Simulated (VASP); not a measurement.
A run of VASP 6.6.1 is set up as follows.

Contents of INCAR:

```
ALGO     = Normal         # electronic algorithm
DIPOL    = 0.5 0.5 0.354
EDIFF    = 1E-6           # SCF threshold, eV
ENCUT    = 520            # plane-wave cutoff, eV
GGA      = CA             # functional
IDIPOL   = 3            
ISIF     = 2              # what is computed and relaxed
ISMEAR   = 0              # smearing method
LASPH    = T              # aspherical terms in the spheres
LCHARG   = F              # write CHGCAR
LDIPOL   = T            
LREAL    = F              # projectors in reciprocal space
LWAVE    = F              # write WAVECAR
NBANDS   = 33             # bands
NELM     = 100            # most SCF steps
PREC     = Accurate       # precision mode
SIGMA    = 0.1            # smearing width, eV
```

KPOINTS

```
k-points
0
Gamma
  8 8 1
```

The input POSCAR:

```
Ta4S
1.0
    3.2528501163      0.0000000000      0.0000000000
    0.0000000000      3.2528501163      0.0000000000
    0.0000000000      0.0000000000     20.2133955625
Ta S
4 1
Direct
    0.5000000000      0.5000000000      0.1978885728
    0.0000000000      0.0000000000      0.2783513062
    0.5000000000      0.5000000000      0.3580225063
   -0.0953526139      0.0000000000      0.4427869641
    0.3750000000      0.5000000000      0.4910113509
```

Potentials or basis: VASP PAW LDA potentials, release 64 (Ta_pv, S).

Launch:

```console
$ cat potpaw_LDA.64/Ta_pv/POTCAR potpaw_LDA.64/S/POTCAR > POTCAR
$ mpirun -np 1 vasp_std > vasp.out
```

What does it give for the band gap on the k mesh?

Zero (bands 25 and 26 overlap by 0.25 eV).

Estimate the largest force.

1.476 eV/Å.

Forces on the atoms (eV/Å):
```
Ta   0.136  0.000  1.320
Ta   0.089  0.000 -0.700
Ta  -1.309  0.000 -0.683
Ta  -0.009  0.000  0.019
S    1.093  0.000  0.044
```

Caveat: spin-orbit coupling is left out, which moves the levels of the heavy elements.
